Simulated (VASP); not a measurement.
Here is a VASP 6.6.1 calculation.

Contents of INCAR:

```
SYSTEM = B
  PREC = Accurate
  ENCUT = 600
  EDIFF = 1E-7
  ISMEAR = -1
  SIGMA = 0.08
  LREAL = .False.
  LASPH = .True.
  NELM = 60
  ALGO = Normal
  ISIF = 3
  LWAVE = .False.
  LCHARG = .False.
  GGA = PE
  IBRION = 2
  NSW = 60
  EDIFFG = -0.005
  PSTRESS = 1000.0
```

KPOINTS

```
Automatic mesh
0
Gamma
  15 15 5
  0 0 0
```

File POSCAR:

```
B
1.0
    2.1680042419      0.0000000000      0.0000000000
   -1.0840021210      1.8775467490      0.0000000000
    0.0000000000      0.0000000000      5.8536114532
B
4
Direct
    0.0000000000      0.0000000000      0.2500000000
    0.0000000000      0.0000000000      0.7500000000
    0.3333333333      0.6666666667      0.2500000000
    0.6666666667      0.3333333333      0.7500000000
```

Potentials or basis: VASP PAW PBE potentials, release 64 (B).

Command:

```sh
$ cat potpaw_PBE.64/B/POTCAR > POTCAR
$ mpirun -np 1 vasp_std > vasp.out
```

Question: Estimate the space group after relaxing (to 0.05 Å).

Answer: P6_3/mmc (No. 194).

Question: What does it give for the relaxed volume?

Answer: 5.55 Å³/atom.

Question: Estimate the band gap on the k mesh.

Answer: Zero (band 6 reaches 10.54 eV, above the bottom of band 7 at 8.07 eV).

Question: What does it give for the relaxed cell?

Answer: a = 2.751 Å, b = 2.751 Å, c = 3.383 Å, α = 90.00°, β = 90.00°, γ = 120.00°.

Final structure:
```cif
data_structure
_symmetry_space_group_name_H-M 'P 1'
_symmetry_Int_Tables_number 1
_cell_length_a 2.7514
_cell_length_b 2.7514
_cell_length_c 3.3834
_cell_angle_alpha 90.000
_cell_angle_beta 90.000
_cell_angle_gamma 120.000
_cell_volume 22.18
loop_
_atom_site_label
_atom_site_type_symbol
_atom_site_fract_x
_atom_site_fract_y
_atom_site_fract_z
_atom_site_occupancy
B1 B 0.00000 0.00000 0.25000 1
B2 B 0.00000 0.00000 0.75000 1
B3 B 0.33333 0.66667 0.25000 1
B4 B 0.66667 0.33333 0.75000 1
```

Caveat: the cell is relaxed towards a set pressure, so the enthalpy falls and the energy may rise.
